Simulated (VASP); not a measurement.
Wanted: the native input for a VASP 6.6.1 run.

* Task: single point
* Functional: PBE
* Potentials or basis: VASP PAW PBE potentials, release 64 (Li_sv, Sr_sv, Sn_d, S)
* Cutoff: 520 eV
* k mesh: 4 × 4 × 4
* Occupations: gaussian, width 0.01 eV
* Spin: no spin polarisation
* Dipole correction: no
* Further INCAR settings: ALGO = Normal; EDIFF = 1e-07; NBANDS = 37

The structure of SrLi2SnS4 lies in POSCAR:

```
SrLi2SnS4
1.0
   -3.3163221367      3.3163221367      4.0140727590
    3.3163221367     -3.3163221367      4.0140727590
    3.3163221367      3.3163221367     -4.0140727590
Li Sr Sn S
2 1 1 4
Direct
    0.2500000000      0.7500000000      0.5000000000
    0.7500000000      0.2500000000      0.5000000000
    0.5000000000      0.5000000000      0.0000000000
    0.0000000000      0.0000000000      0.0000000000
    0.0370007284      0.0370007284      0.4170733957
    0.9629992716      0.3800726673      0.0000000000
    0.6199273327      0.6199273327      0.5829266043
    0.3800726673      0.9629992716      0.0000000000
```

These files were run (other wordings do the same):

INCAR

```
PREC = Accurate
ENCUT = 520
EDIFF = 1E-7
ISMEAR = 0
SIGMA = 0.01
LREAL = False
LASPH = True
NELM = 60
ALGO = Normal
ISIF = 2
LWAVE = False
LCHARG = True
GGA = PE
LELF = True
LVHAR = True
NBANDS = 37
```

KPOINTS

```
Automatic mesh
0
Gamma
  4 4 4
```

Potentials or basis: VASP PAW PBE potentials, release 64 (Li_sv, Sr_sv, Sn_d, S).

The run is started by

```console
$ cat potpaw_PBE.64/Li_sv/POTCAR potpaw_PBE.64/Sr_sv/POTCAR potpaw_PBE.64/Sn_d/POTCAR potpaw_PBE.64/S/POTCAR > POTCAR
$ mpirun -np 1 vasp_std > vasp.out
```

It gave:

```yaml
Largest_force: 0.183 eV/Å
Band_gap_on_the_k_mesh: 2.56 eV
```

Caveat: spin-orbit coupling is left out, which moves the levels of the heavy elements.

Wall time 84 s on 1 thread of Oxide Virtual Turin-like Processor, on a shared host, peak memory 0.33 GiB.
